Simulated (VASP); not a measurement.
Set up this calculation in VASP 6.6.1, as the native input.

| Property | Result |
| --- | --- |
| Task | relaxation of cell and atoms |
| Functional | PBE |
| Potentials or basis | VASP PAW PBE potentials, release 64 (Ge_d, P) |
| Cutoff | 600 eV |
| k mesh | 6 × 6 × 6 |
| Occupations | gaussian, width 0.1 eV |
| Spin | no spin polarisation |
| Dipole correction | no |
| Further INCAR settings | ALGO = Normal; EDIFF = 1e-06; IBRION = 2; EDIFFG = -0.04; NSW = 90; ISIF = 3 |

The structure of Ge2P lies in POSCAR:

```
Ge2P
1.0
    0.0000000000      2.8844436300      2.8844436300
    2.8844436300      0.0000000000      2.8844436300
    2.8844436300      2.8844436300      0.0000000000
Ge P
2 1
Direct
    0.7500000000      0.7500000000      0.7500000000
    0.2500000000      0.2500000000      0.2500000000
    0.0000000000      0.0000000000      0.0000000000
```

One way to write it, as run:

INCAR

```
PREC     = Accurate       # precision mode
ENCUT    = 600            # plane-wave cutoff, eV
EDIFF    = 1E-6           # SCF threshold, eV
ISMEAR   = 0              # smearing method
SIGMA    = 0.1            # smearing width, eV
LREAL    = F              # projectors in reciprocal space
LASPH    = T              # aspherical terms in the spheres
NELM     = 80             # most SCF steps
ALGO     = Normal         # electronic algorithm
ISIF     = 3              # what is computed and relaxed
LWAVE    = F              # write WAVECAR
LCHARG   = F              # write CHGCAR
GGA      = PE             # functional
IBRION   = 2              # ionic algorithm
NSW      = 90             # ionic steps
EDIFFG   = -0.04          # ionic threshold
```

KPOINTS

```
Automatic mesh
0
Gamma
  6 6 6
```

Potentials or basis: VASP PAW PBE potentials, release 64 (Ge_d, P).

Command:

```sh
$ cat potpaw_PBE.64/Ge_d/POTCAR potpaw_PBE.64/P/POTCAR > POTCAR
$ mpirun -np 1 vasp_std > vasp.out
```

It gave:

The relaxed volume is 20.37 Å³/atom. The relaxed cell is a = 4.421 Å, b = 4.421 Å, c = 4.421 Å, α = 60.00°, β = 60.00°, γ = 60.00°, the space group after relaxing (to 0.05 Å) is Fm-3m (No. 225) and the energy gained by relaxing is 232.9 meV/atom. The ionic steps are 3. The pressure after relaxing is 0.2 GPa.

Caveat: the volume moved by over 15 % at a fixed basis, so the end points are rough.

Run time: 23 s on 1 thread of Intel(R) Xeon(R) 6975P-C (Granite Rapids), with other jobs on the host, peak memory 0.21 GiB.
